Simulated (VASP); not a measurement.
# Mg9O8 (a cell with a defect) in VASP: notebook, part 2 of 2

VASP 6.6.1.

## (3) Relaxation of the atoms, LDA

Contents of INCAR:

```
SYSTEM = Mg9O8
PREC = Accurate
ENCUT = 520
EDIFF = 1E-7
ISMEAR = -1
SIGMA = 0.02
LREAL = Auto
LASPH = .True.
NELM = 80
ALGO = Normal
ISIF = 2
LWAVE = .False.
LCHARG = .False.
GGA = CA
IBRION = 2
NSW = 80
EDIFFG = -0.03
```

Contents of KPOINTS:

```
regular mesh
0
Gamma
  2 2 2
  0 0 0
```

Contents of POSCAR:

```
Mg9O8
1.0
    0.0000000000      4.3100000000      4.3100000000
    4.3100000000      0.0000000000      4.3100000000
    4.3100000000      4.3100000000      0.0000000000
Mg O
9 8
Direct
    0.0000000000      0.0000000000      0.0000000000
    0.0000000000      0.0000000000      0.5000000000
    0.0000000000      0.5000000000      0.0000000000
    0.0000000000      0.5000000000      0.5000000000
    0.5000000000      0.0000000000      0.0000000000
    0.5000000000      0.0000000000      0.5000000000
    0.5000000000      0.5000000000      0.0000000000
    0.5000000000      0.5000000000      0.5000000000
   -0.1212865600     -0.1235210100      0.8794039400
    0.2500000000      0.2500000000      0.2500000000
    0.2500000000      0.2500000000      0.7500000000
    0.2500000000      0.7500000000      0.2500000000
    0.2500000000      0.7500000000      0.7500000000
    0.7500000000      0.2500000000      0.2500000000
    0.7500000000      0.2500000000      0.7500000000
    0.7500000000      0.7500000000      0.2500000000
    0.7500000000      0.7500000000      0.7500000000
```

Potentials or basis: VASP PAW LDA potentials, release 64 (Mg, O).

On the command line:

```
$ cat potpaw_LDA.64/Mg/POTCAR potpaw_LDA.64/O/POTCAR > POTCAR
$ mpirun -np 1 vasp_std > vasp.out
```

OUTCAR:

```text
SYSTEM = Mg9O8
   PREC = Accurate
   ENCUT = 520
   EDIFF = 1E-7
   ISMEAR = -1
   LREAL = Auto
   LASPH = .True.
   NELM = 80
   ISIF = 2
   GGA = CA
   IBRION = 2
   NSW = 80
   EDIFFG = -0.03

 ion  position               nearest neighbor table
   1  0.000  0.000  0.000-   9 1.82  11 2.15  12 2.15  13 2.15  14 2.15  15 2.15  16 2.15   3 3.05
                             5 3.05   2 3.05   2 3.05   4 3.05   6 3.05   3 3.05   4 3.05   7 3.05
   2  0.000  0.000  0.500-   9 1.89  10 2.15  12 2.15  13 2.15  14 2.15  15 2.15  17 2.15   4 3.05
                             6 3.05   1 3.05   1 3.05   3 3.05   5 3.05   3 3.05   4 3.05   8 3.05
   3  0.000  0.500  0.000-   9 1.87  10 2.15  11 2.15  13 2.15  14 2.15  16 2.15  17 2.15   4 3.05
                             7 3.05   1 3.05   2 3.05   4 3.05   8 3.05   1 3.05   2 3.05   5 3.05
   4  0.000  0.500  0.500-  10 2.15  11 2.15  12 2.15  15 2.15  16 2.15  17 2.15   2 3.05   3 3.05
                             8 3.05   1 3.05   3 3.05   7 3.05   1 3.05   2 3.05   6 3.05   6 3.05
   5  0.500  0.000  0.000-   9 1.89  10 2.15  11 2.15  12 2.15  15 2.15  16 2.15  17 2.15   6 3.05
                             7 3.05   1 3.05   2 3.05   6 3.05   8 3.05   3 3.05   7 3.05   8 3.05
   6  0.500  0.000  0.500-  10 2.15  11 2.15  13 2.15  14 2.15  16 2.15  17 2.15   2 3.05   5 3.05
                             8 3.05   1 3.05   5 3.05   7 3.05   4 3.05   7 3.05   8 3.05   1 3.05
   7  0.500  0.500  0.000-  10 2.15  12 2.15  13 2.15  14 2.15  15 2.15  17 2.15   3 3.05   5 3.05
                             8 3.05   4 3.05   6 3.05   8 3.05   1 3.05   5 3.05   6 3.05   1 3.05
   8  0.500  0.500  0.500-  11 2.15  12 2.15  13 2.15  14 2.15  15 2.15  16 2.15   4 3.05   6 3.05
                             7 3.05   3 3.05   5 3.05   7 3.05   2 3.05   5 3.05   6 3.05   2 3.05
   9  0.879  0.876  0.879-   1 1.82  16 1.84  13 1.85  15 1.86   3 1.87   5 1.89   2 1.89  17 1.91
                             4 3.54   7 3.54   6 3.55   6 3.55   7 3.55   4 3.56   8 3.58   8 3.58
  10  0.250  0.250  0.250-   2 2.15   3 2.15   4 2.15   5 2.15   6 2.15   7 2.15
  11  0.250  0.250  0.750-   1 2.15   3 2.15   4 2.15   5 2.15   6 2.15   8 2.15
  12  0.250  0.750  0.250-   1 2.15   2 2.15   4 2.15   5 2.15   7 2.15   8 2.15
  13  0.250  0.750  0.750-   9 1.85   2 2.15   3 2.15   6 2.15   7 2.15   8 2.15   1 2.15
  14  0.750  0.250  0.250-   1 2.15   2 2.15   3 2.15   6 2.15   7 2.15   8 2.15
  15  0.750  0.250  0.750-   9 1.86   2 2.15   4 2.15   5 2.15   7 2.15   8 2.15   1 2.15
  16  0.750  0.750  0.250-   9 1.84   3 2.15   4 2.15   5 2.15   6 2.15   8 2.15   1 2.15
  17  0.750  0.750  0.750-   9 1.91   3 2.15   4 2.15   5 2.15   6 2.15   7 2.15   2 2.15

 -----------------------------------------------------------------------------
|                                                                             |
|           W    W    AA    RRRRR   N    N  II  N    N   GGGG   !!!           |
|           W    W   A  A   R    R  NN   N  II  NN   N  G    G  !!!           |
|           W    W  A    A  R    R  N N  N  II  N N  N  G       !!!           |
|           W WW W  AAAAAA  RRRRR   N  N N  II  N  N N  G  GGG   !            |
|           WW  WW  A    A  R   R   N   NN  II  N   NN  G    G                |
|           W    W  A    A  R    R  N    N  II  N    N   GGGG   !!!           |
|                                                                             |
|     The distance between some ions is very small. Please check the          |
|     nearest-neighbor list in the OUTCAR file.                               |
|     I HOPE YOU KNOW WHAT YOU ARE DOING!                                     |
|                                                                             |
 -----------------------------------------------------------------------------

  LATTYP: Found a face centered cubic cell.
 ALAT       =     8.6200000000

  Lattice vectors:

 A1 = (   0.0000000000,   4.3100000000,   4.3100000000)
 A2 = (   4.3100000000,   0.0000000000,   4.3100000000)
 A3 = (   4.3100000000,   4.3100000000,   0.0000000000)

Analysis of symmetry for initial positions (statically):
=====================================================================
 Subroutine PRICEL returns:
 Original cell was already a primitive cell.

[... 128 lines left out ...]
   ISPIN  =      1    spin polarized calculation?
   LNONCOLLINEAR =      F non collinear calculations
   LSORBIT =      F    spin-orbit coupling
   LASPH  =      T    aspherical Exc in radial PAW
   ENCUT  =  520.0 eV  38.22 Ry    6.18 a.u.  11.33 11.33 11.33*2*pi/ulx,y,z
   NELM   =     80;   NELMIN=  2; NELMDL= -5     # of ELM steps
   EDIFF  = 0.1E-06   stopping-criterion for ELM
   LREAL  =      T    real-space projection
   EDIFFG = -.3E-01   stopping-criterion for IOM
   NSW    =     80    number of steps for IOM
   IBRION =      2    ionic relax: 0-MD 1-quasi-New 2-CG
   NFREE  =      1    steps in history (QN), initial steepest desc. (CG)
   ISIF   =      2    stress and relaxation
   ISYM   =      2    0-nonsym 1-usesym 2-fastsym
   POTIM  = 0.5000    time-step for ionic-motion
   TEBEG  =    0.0;   TEEND  =   0.0 temperature during run
   PSTRESS=    0.0 pullay stress
   NELECT =      66.0000    total number of electrons
   NUPDOWN=      -1.0000    fix difference up-down
   EMIN   =  10.00;   EMAX   =-10.00  energy-range for DOS
   EFERMI =   0.00;   METHOD = LEGACY
   ISMEAR =    -1;   SIGMA  =   0.02  broadening in eV -4-tet -1-fermi 0-gaus
   EFERMI_NEDOS =   21; number of points for ismear=-14 and -15
   IALGO  =     38    algorithm
   IMIX   =      4    mixing-type and parameters
     AMIX     =   0.40;   BMIX     =  1.00
     AMIX_MAG =   1.60;   BMIX_MAG =  1.00
  volume/ion in A,a.u.               =       9.42        63.56
  Fermi-wavevector in a.u.,A,eV,Ry     =   1.218341  2.302331 20.195874  1.484355
  Thomas-Fermi vector in A             =   2.353631
   LORBIT       =      0    0 simple, 1 ext, 2 COOP (PROOUT), +10 PAW based schemes
   GGA     = CA    functional components
   LHFCALC =     F    Hartree Fock is set to
   AEXX    =    0.0000 exact exchange contribution
   IVDW    =     0    specifies the selected vdW correction
   LEPSILON=     F    determine dielectric tensor
   LRPA    =     F    only Hartree local field effects (RPA)
 conjugate gradient relaxation of ions
 non-spin polarized calculation
  energy-cutoff  :      520.00
  volume of cell :      160.13
 maximum number of plane-waves:      4338
 NGX is ok and might be reduce to    48
   NGX = 23   NGY = 23   NGZ = 23

--------------------------------------- Ionic step        1  -------------------------------------------

 number of electron      65.9999982 magnetization

 Free energy of the ion-electron system (eV)
  ---------------------------------------------------
  ext. energy  EPLUGINS =         0.00000000
  ---------------------------------------------------
  free energy    TOTEN  =       -91.56332984 eV

  energy without entropy =      -91.55260480  energy(sigma->0) =      -91.55796732

------------------------ aborting loop because EDIFF is reached ----------------------------------------

  FORCE on cell =-STRESS in cart. coord.  units (eV):
  Direction    XX          YY          ZZ          XY          YZ          ZX
  --------------------------------------------------------------------------------------
  -------------------------------------------------------------------------------------
  Total       18.8579839     18.8191801     18.8679117      0.4242814      0.4674658      0.6149297
  in kB      188.6878942    188.2996333    188.7872285      4.2452456      4.6773366      6.1528201
  external PRESSURE =     188.5915853 kB  Pullay stress =       0.0000000 kB
[... 134 lines left out ...]
  FREE ENERGIE OF THE ION-ELECTRON SYSTEM (eV)
  ---------------------------------------------------
  free  energy   TOTEN  =       -97.1682459630 eV

  energy  without entropy=      -97.1570555503  energy(sigma->0) =      -97.16265076

[... ionic steps 4 to 10 ...]

--------------------------------------- Ionic step       11  -------------------------------------------

 number of electron      66.0000003 magnetization

------------------------ aborting loop because EDIFF is reached ----------------------------------------
[... 97 lines left out ...]
--------------------------------------- Ionic step       13  -------------------------------------------

 number of electron      66.0000003 magnetization

 Free energy of the ion-electron system (eV)
  ---------------------------------------------------
  ext. energy  EPLUGINS =         0.00000000
  ---------------------------------------------------
  free energy    TOTEN  =       -97.31250152 eV

  energy without entropy =      -97.30181441  energy(sigma->0) =      -97.30715796

 E-fermi :   8.9549     XC(G=0): -11.5824

 val. band max:        8.9418729232   @ k =   0.0000   0.0000   0.5000
 cond. band min:       9.0728594604   @ k =   0.0000   0.0000   0.0000
 fundamental gap:      0.1309865372
 Fermi energy:         8.9549352206

 k-point     1 :       0.0000    0.0000    0.0000
  band No.  band energies     occupation
      1     -13.9385      2.00000
      2     -12.7714      2.00000
      3     -12.7567      2.00000
      4     -12.7504      2.00000
      5     -12.7483      2.00000
      6     -12.4952      2.00000
[... 393 lines left out ...]
  FREE ENERGIE OF THE ION-ELECTRON SYSTEM (eV)
  ---------------------------------------------------
  free  energy   TOTEN  =       -97.3125015183 eV

  energy  without entropy=      -97.3018144104  energy(sigma->0) =      -97.30715796

 reached required accuracy - stopping structural energy minimisation
```

Run time: 45 min. Hardware: 1 thread of Intel Xeon 8259CL, shared host; peak memory 0.24 GiB.

Results:

| Item | Value |
| --- | --- |
| Free energy | -97.3125 eV |
| Energy gained by relaxing | 338.2 meV/atom |
| Ionic steps | 13 |
| Pressure after relaxing | 15.9 GPa |
| Largest force after relaxing | 0.026 eV/Å |
| Band gap on the k mesh | zero (bands 33 and 34 overlap by 0.48 eV) |

Forces in eV/Å, atoms in the order of the input:
```
Mg   0.015  0.015  0.015
Mg  -0.005 -0.005  0.004
Mg  -0.008  0.007 -0.008
Mg   0.003  0.001  0.000
Mg   0.004 -0.006 -0.006
Mg   0.001  0.003  0.001
Mg   0.000  0.000  0.003
Mg  -0.004 -0.003 -0.004
Mg   0.008  0.012  0.007
O    0.002  0.003  0.002
O   -0.001 -0.001  0.001
O    0.000  0.002  0.000
O   -0.015 -0.006  0.001
O    0.001 -0.001 -0.001
O   -0.006 -0.015 -0.004
O    0.001 -0.005 -0.014
O    0.002 -0.003  0.003
```

Stress tensor (GPa, compression positive):
```
15.92  0.07  0.08
 0.07 15.91  0.07
 0.08  0.07 15.93
```

The path:
| step | energy change (eV) | largest force (eV/Å) | pressure (GPa) |
| --- | --- | --- | --- |
| 1 | 0.0000 | 10.1410 | 18.86 |
| 2 | -4.1290 | 5.7152 | 21.52 |
| 3 | -5.6049 | 0.5431 | 17.58 |
| 4 | -5.6040 | 0.5721 | 17.69 |
| 5 | -5.7078 | 0.3437 | 16.87 |
| 6 | -5.7234 | 0.6322 | 16.47 |
| 7 | -5.7388 | 0.3186 | 15.96 |
| 8 | -5.7418 | 0.1120 | 16.09 |
| 9 | -5.7463 | 0.0742 | 16.05 |
| 10 | -5.7482 | 0.0978 | 16.01 |
| 11 | -5.7488 | 0.0948 | 15.92 |
| 12 | -5.7489 | 0.0389 | 15.95 |
| 13 | -5.7492 | 0.0262 | 15.92 |

Final structure:
```yaml
crystal:
  lattice:
    - [0.00000, 4.31000, 4.31000]
    - [4.31000, 0.00000, 4.31000]
    - [4.31000, 4.31000, 0.00000]
  atoms:
    - { symbol: Mg, position: [0.02235, 0.02236, 0.02235] }
    - { symbol: Mg, position: [0.02093, 0.02092, 0.43732] }
    - { symbol: Mg, position: [0.02122, 0.43639, 0.02123] }
    - { symbol: Mg, position: [0.00116, 0.49959, 0.49952] }
    - { symbol: Mg, position: [0.43712, 0.02099, 0.02100] }
    - { symbol: Mg, position: [0.49957, 0.00111, 0.49956] }
    - { symbol: Mg, position: [0.49951, 0.49957, 0.00118] }
    - { symbol: Mg, position: [0.49966, 0.49970, 0.49966] }
    - { symbol: Mg, position: [0.87653, 0.87557, 0.87680] }
    - { symbol: O, position: [0.25417, 0.25392, 0.25424] }
    - { symbol: O, position: [0.25500, 0.25472, 0.73659] }
    - { symbol: O, position: [0.25477, 0.73690, 0.25486] }
    - { symbol: O, position: [0.25734, 0.74714, 0.74654] }
    - { symbol: O, position: [0.73667, 0.25467, 0.25504] }
    - { symbol: O, position: [0.74712, 0.25650, 0.74700] }
    - { symbol: O, position: [0.74655, 0.74700, 0.25759] }
    - { symbol: O, position: [0.74904, 0.74943, 0.74892] }
```

Levels at points of the mesh, in eV from the Fermi level:
```
           k point  band 31  band 32  band 33  band 34  band 35  band 36
(0.00, 0.00, 0.00)    -6.27    -6.26    -2.43     0.12     0.86     0.87
(0.50, 0.00, 0.00)    -6.49    -6.49    -0.28    -0.01     1.48     1.83
(0.00, 0.50, 0.00)    -6.49    -6.49    -0.28    -0.02     1.49     1.83
(0.00, 0.00, 0.50)    -6.49    -6.48    -0.28    -0.01     1.48     1.83
(0.50, 0.50, 0.50)    -6.50    -6.50    -0.27    -0.05     1.50     1.86
(0.50, 0.50, 0.00)    -6.74    -6.63     0.43     0.63     1.63     2.02
(0.00, 0.50, 0.50)    -6.74    -6.63     0.43     0.63     1.63     2.02
(0.50, 0.00, 0.50)    -6.74    -6.63     0.43     0.63     1.63     2.01
```

Caveat: the k points lie up to 0.63 Å⁻¹ apart.

The gap in the log of VASP goes by the Fermi energy; the results here count the filled bands.